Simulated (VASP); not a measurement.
# Zr (Pm-3m) in VASP: a series of runs

Runs on Zr. Level: RPBE. Tasks: single point.

All numbers are computed with VASP 6.6.1; they aren't measurements. Logs are shortened: lines on timing, memory, paths and dates and some standing lists are left out, and cuts for length are marked.

**1. The cell of the first run**

The structure is cubic, space group Pm-3m (No. 221). The conventional cell has a = 2.942 Å, b = 2.942 Å, c = 2.942 Å, α = 90.00°, β = 90.00°, γ = 90.00°. Zr (site symmetry m-3m) has 6 Zr at 2.94 Å within 3.9 Å.

**2. Single point, RPBE**

INCAR reads:

```
PREC = Accurate ; ENCUT = 520
EDIFF = 1E-7 ; ISMEAR = -1
SIGMA = 0.1 ; LREAL = False
LASPH = True ; NELM = 100
ALGO = Normal ; ISIF = 2
LWAVE = False ; LCHARG = False
GGA = RP ; NBANDS = 12
```

KPOINTS reads:

```
Automatic mesh
0
Gamma
  12 12 12
```

POSCAR reads:

```
Zr
1.0
    2.9418864961      0.0000000000      0.0000000000
    0.0000000000      2.9418864961      0.0000000000
    0.0000000000      0.0000000000      2.9418864961
Zr
1
Direct
    0.0000000000      0.0000000000      0.0000000000
```

Potentials or basis: VASP PAW PBE potentials, release 64 (Zr_sv).

Run with:

```bash
> cat potpaw_PBE.64/Zr_sv/POTCAR > POTCAR
> mpirun -np 1 vasp_std > vasp.out
```

OUTCAR:

```text
PREC = Accurate
   ENCUT = 520
   EDIFF = 1E-7
   ISMEAR = -1
   LREAL = False
   LASPH = True
   NELM = 100
   ISIF = 2
   GGA = RP

 ion  position               nearest neighbor table
   1  0.000  0.000  0.000-

  LATTYP: Found a simple cubic cell.
 ALAT       =     2.9418864961

  Lattice vectors:

 A1 = (   2.9418864961,   0.0000000000,   0.0000000000)
 A2 = (   0.0000000000,   2.9418864961,   0.0000000000)
 A3 = (   0.0000000000,   0.0000000000,   2.9418864961)

Analysis of symmetry for initial positions (statically):
=====================================================================
 Subroutine PRICEL returns:
 Original cell was already a primitive cell.

 Routine SETGRP: Setting up the symmetry group for a
 simple cubic supercell.

 Subroutine GETGRP returns: Found 48 space group operations
 (whereof 48 operations were pure point group operations)
 out of a pool of 48 trial point group operations.

The static configuration has the point symmetry O_h .

Analysis of symmetry for dynamics (positions and initial velocities):
=====================================================================
 Subroutine PRICEL returns:
 Original cell was already a primitive cell.

 Routine SETGRP: Setting up the symmetry group for a
 simple cubic supercell.

 Subroutine GETGRP returns: Found 48 space group operations
 (whereof 48 operations were pure point group operations)
 out of a pool of 48 trial point group operations.

The dynamic configuration has the point symmetry O_h .

 Subroutine INISYM returns: Found 48 space group operations
 (whereof 48 operations are pure point group operations),
 and found     1 'primitive' translations

----------------------------------------------------------------------------------------

                                     Primitive cell

  volume of cell :      25.4611

  direct lattice vectors                    reciprocal lattice vectors
     2.941886496  0.000000000  0.000000000     0.339917941  0.000000000  0.000000000
     0.000000000  2.941886496  0.000000000     0.000000000  0.339917941  0.000000000
     0.000000000  0.000000000  2.941886496     0.000000000  0.000000000  0.339917941

  length of vectors
     2.941886496  2.941886496  2.941886496     0.339917941  0.339917941  0.339917941

  position of ions in fractional coordinates (direct lattice)
     0.000000000  0.000000000  0.000000000

  ion indices of the primitive-cell ions
   primitive index   ion index
                 1           1

----------------------------------------------------------------------------------------

 KPOINTS: Automatic mesh

Automatic generation of k-mesh.
 Grid dimensions read from file:
 generate k-points for:   12   12   12

 Generating k-lattice:

  Cartesian coordinates                     Fractional coordinates (reciprocal lattice)
     0.028326495  0.000000000  0.000000000     0.083333333  0.000000000  0.000000000
     0.000000000  0.028326495  0.000000000     0.000000000  0.083333333  0.000000000
     0.000000000  0.000000000  0.028326495     0.000000000  0.000000000  0.083333333

  Length of vectors
     0.028326495  0.028326495  0.028326495

  Shift w.r.t. Gamma in fractional coordinates (k-lattice)
     0.000000000  0.000000000  0.000000000

 Subroutine IBZKPT returns following result:
 ===========================================

 Found     84 irreducible k-points:

 Following reciprocal coordinates:
            Coordinates               Weight
  0.000000  0.000000  0.000000      1.000000
  0.083333  0.000000  0.000000      6.000000
  0.166667  0.000000  0.000000      6.000000
  0.250000  0.000000  0.000000      6.000000
  0.333333  0.000000  0.000000      6.000000
  0.416667  0.000000  0.000000      6.000000
[... 16 lines left out ...]
  0.333333  0.333333  0.000000     12.000000
  0.416667  0.333333  0.000000     24.000000
 [... further k-points ...]
   k-points           NKPTS =     84   k-points in BZ     NKDIM =     84   number of bands    NBANDS=     12
   number of dos      NEDOS =    301   number of ions     NIONS =      1
   total plane-waves  NPLWV =  13824
   dimension x,y,z NGX =    24 NGY =   24 NGZ =   24
   dimension x,y,z NGXF=    48 NGYF=   48 NGZF=   48
   ions per type =               1
   NGX,Y,Z   is equivalent  to a cutoff of  13.56, 13.56, 13.56 a.u.
   NGXF,Y,Z  is equivalent  to a cutoff of  27.12, 27.12, 27.12 a.u.
 SYSTEM =  unknown system
   PREC   = accura    normal or accurate (medium, high low for compatibility)
   ISTART =      0    job   : 0-new  1-cont  2-samecut
   ICHARG =      2    charge: 1-file 2-atom 10-const
   ISPIN  =      1    spin polarized calculation?
   LNONCOLLINEAR =      F non collinear calculations
   LSORBIT =      F    spin-orbit coupling
   LASPH  =      T    aspherical Exc in radial PAW
   ENCUT  =  520.0 eV  38.22 Ry    6.18 a.u.   5.47  5.47  5.47*2*pi/ulx,y,z
   NELM   =    100;   NELMIN=  2; NELMDL= -5     # of ELM steps
   EDIFF  = 0.1E-06   stopping-criterion for ELM
   LREAL  =      F    real-space projection
   EDIFFG = 0.1E-05   stopping-criterion for IOM
   NSW    =      0    number of steps for IOM
   IBRION =     -1    ionic relax: 0-MD 1-quasi-New 2-CG
   NFREE  =      0    steps in history (QN), initial steepest desc. (CG)
   ISIF   =      2    stress and relaxation
   ISYM   =      2    0-nonsym 1-usesym 2-fastsym
   POTIM  = 0.5000    time-step for ionic-motion
   TEBEG  =    0.0;   TEEND  =   0.0 temperature during run
   PSTRESS=    0.0 pullay stress
   NELECT =      12.0000    total number of electrons
   NUPDOWN=      -1.0000    fix difference up-down
   EMIN   =  10.00;   EMAX   =-10.00  energy-range for DOS
   EFERMI =   0.00;   METHOD = LEGACY
   ISMEAR =    -1;   SIGMA  =   0.10  broadening in eV -4-tet -1-fermi 0-gaus
   EFERMI_NEDOS =   21; number of points for ismear=-14 and -15
   IALGO  =     38    algorithm
   IMIX   =      4    mixing-type and parameters
     AMIX     =   0.40;   BMIX     =  1.00
     AMIX_MAG =   1.60;   BMIX_MAG =  1.00
  volume/ion in A,a.u.               =      25.46       171.82
  Fermi-wavevector in a.u.,A,eV,Ry     =   1.274019  2.407547 22.083958  1.623125
  Thomas-Fermi vector in A             =   2.406810
   LORBIT       =      0    0 simple, 1 ext, 2 COOP (PROOUT), +10 PAW based schemes
   GGA     = RP    functional components
   LHFCALC =     F    Hartree Fock is set to
   AEXX    =    0.0000 exact exchange contribution
   IVDW    =     0    specifies the selected vdW correction
   LEPSILON=     F    determine dielectric tensor
   LRPA    =     F    only Hartree local field effects (RPA)
 non-spin polarized calculation
  energy-cutoff  :      520.00
  volume of cell :       25.46
 maximum number of plane-waves:       715
 NGX is ok and might be reduce to    24
   NGX = 11   NGY = 11   NGZ = 11

 number of electron      12.0000001 magnetization

 Free energy of the ion-electron system (eV)
  ---------------------------------------------------
  ext. energy  EPLUGINS =         0.00000000
  ---------------------------------------------------
  free energy    TOTEN  =        -7.23124440 eV

  energy without entropy =       -7.16055727  energy(sigma->0) =       -7.19590084

 E-fermi :   7.8011     XC(G=0): -10.5063

 val. band max:        7.7934685355   @ k =   0.4167   0.4167   0.2500
 cond. band min:       7.8188545458   @ k =   0.5000   0.5000   0.0833
 fundamental gap:      0.0253860103
 Fermi energy:         7.8010862085

 k-point     1 :       0.0000    0.0000    0.0000
  band No.  band energies     occupation
      1     -40.9163      2.00000
      2     -18.3942      2.00000
      3     -18.3942      2.00000
      4     -18.3942      2.00000
      5       2.8162      2.00000
      6       6.1961      2.00000
      7       6.1961      2.00000
      8      13.1706      0.00000
      9      13.1706      0.00000
     10      13.1706      0.00000
     11      20.3585      0.00000
     12      20.3585      0.00000

 k-point     2 :       0.0833    0.0000    0.0000
  band No.  band energies     occupation
      1     -40.9080      2.00000
      2     -18.4728      2.00000
      3     -18.3876      2.00000
      4     -18.3876      2.00000
      5       2.9846      2.00000
      6       6.2438      2.00000
      7       6.3683      2.00000
      8      12.8839      0.00000
      9      12.8839      0.00000
     10      13.1898      0.00000
     11      19.5490      0.00000
     12      20.7370      0.00000

 k-point     3 :       0.1667    0.0000    0.0000
  band No.  band energies     occupation
      1     -40.8851      2.00000
      2     -18.6831      2.00000
      3     -18.3694      2.00000
      4     -18.3694      2.00000
      5       3.4454      2.00000
      6       6.3783      2.00000
      7       6.8555      1.99984
      8      12.2131      0.00000
      9      12.2131      0.00000
     10      13.2429      0.00000
     11      18.0616      0.00000
     12      21.6649      0.00000

 k-point     4 :       0.2500    0.0000    0.0000
  band No.  band energies     occupation
      1     -40.8536      2.00000
      2     -18.9606      2.00000
      3     -18.3445      2.00000
      4     -18.3445      2.00000
      5       4.0957      2.00000
      6       6.5724      1.99999
      7       7.5225      1.88380
      8      11.4646      0.00000
      9      11.4646      0.00000
     10      13.3169      0.00000
     11      16.7864      0.00000
     12      21.9184      0.00000

 k-point     5 :       0.3333    0.0000    0.0000
  band No.  band energies     occupation
      1     -40.8218      2.00000
      2     -19.2278      2.00000
      3     -18.3195      2.00000
      4     -18.3195      2.00000
      5       4.8233      2.00000
      6       6.7804      1.99993
      7       8.0600      0.13966
      8      10.8349      0.00000
      9      10.8349      0.00000
     10      13.3924      0.00000
     11      16.1684      0.00000
     12      20.6722      0.00000
[... 228 lines left out ...]
      1     -40.7376      2.00000
      2     -19.3409      2.00000
      3     -18.8376      2.00000
      4     -18.2540      2.00000
      5       6.0181      2.00000
      6       6.9066      1.99974
      7       8.9300      0.00003
      8      10.7121      0.00000
      9      11.2228      0.00000
     10      11.9686      0.00000
     11      16.4405      0.00000
     12      20.6482      0.00000

 k-point    22 :       0.5000    0.2500    0.0000
  band No.  band energies     occupation
      1     -40.7292      2.00000
      2     -19.4075      2.00000
      3     -18.8288      2.00000
      4     -18.2475      2.00000
      5       6.1708      2.00000
      6       6.8192      1.99989
      7       8.9192      0.00003
      8      10.5782      0.00000
      9      11.5889      0.00000
     10      12.0011      0.00000
     11      16.2940      0.00000
     12      21.3461      0.00000

 k-point    23 :       0.3333    0.3333    0.0000
  band No.  band energies     occupation
      1     -40.7297      2.00000
      2     -19.1309      2.00000
      3     -19.1072      2.00000
      4     -18.2480      2.00000
      5       5.7137      2.00000
      6       6.9882      1.99941
      7      10.0920      0.00000
      8      10.5370      0.00000
      9      11.1501      0.00000
     10      11.3824      0.00000
     11      16.7361      0.00000
     12      19.4993      0.00000

 k-point    24 :       0.4167    0.3333    0.0000
  band No.  band energies     occupation
      1     -40.7069      2.00000
      2     -19.3020      2.00000
      3     -19.0918      2.00000
      4     -18.2304      2.00000
      5       5.5859      2.00000
      6       7.0926      1.99833
      7      10.3667      0.00000
      8      10.8650      0.00000
      9      11.3868      0.00000
     10      11.5488      0.00000
     11      16.1570      0.00000
     12      20.0997      0.00000

 [... further k-points ...]

------------------------ aborting loop because EDIFF is reached ----------------------------------------

  FORCE on cell =-STRESS in cart. coord.  units (eV):
  Direction    XX          YY          ZZ          XY          YZ          ZX
  --------------------------------------------------------------------------------------
  -------------------------------------------------------------------------------------
  Total        0.0538269      0.0538269      0.0538269      0.0000000     -0.0000000      0.0000000
  in kB        3.3871320      3.3871320      3.3871320      0.0000000     -0.0000000      0.0000000
  external PRESSURE =       3.3871320 kB  Pullay stress =       0.0000000 kB

 VOLUME and BASIS-vectors are now :
 -----------------------------------------------------------------------------
  energy-cutoff  :      520.00
  volume of cell :       25.46
      direct lattice vectors                 reciprocal lattice vectors
     2.941886496  0.000000000  0.000000000     0.339917941  0.000000000  0.000000000
     0.000000000  2.941886496  0.000000000     0.000000000  0.339917941  0.000000000
     0.000000000  0.000000000  2.941886496     0.000000000  0.000000000  0.339917941

 POSITION                                       TOTAL-FORCE (eV/Angst)
 -----------------------------------------------------------------------------------
      0.00000      0.00000      0.00000         0.000000      0.000000      0.000000
 -----------------------------------------------------------------------------------
    total drift:                               -0.000000      0.000000      0.000000

  FREE ENERGIE OF THE ION-ELECTRON SYSTEM (eV)
  ---------------------------------------------------
  free  energy   TOTEN  =        -7.2312444003 eV

  energy  without entropy=       -7.1605572705  energy(sigma->0) =       -7.19590084
```

Wall time 11 s (1 thread of Intel Xeon Platinum 8488C (Sapphire Rapids), shared host); peak memory 0.14 GiB.

Results:

```
Free energy            : -7.2312 eV
Pressure               : 0.3 GPa
Band gap on the k mesh : zero (band 6 reaches 8.74 eV, above the bottom of band 7 at 6.20 eV)
```

Caveat: the PAW data sets were made with another functional, which shifts forces and pressure a little.

[end of part 1 of 2]
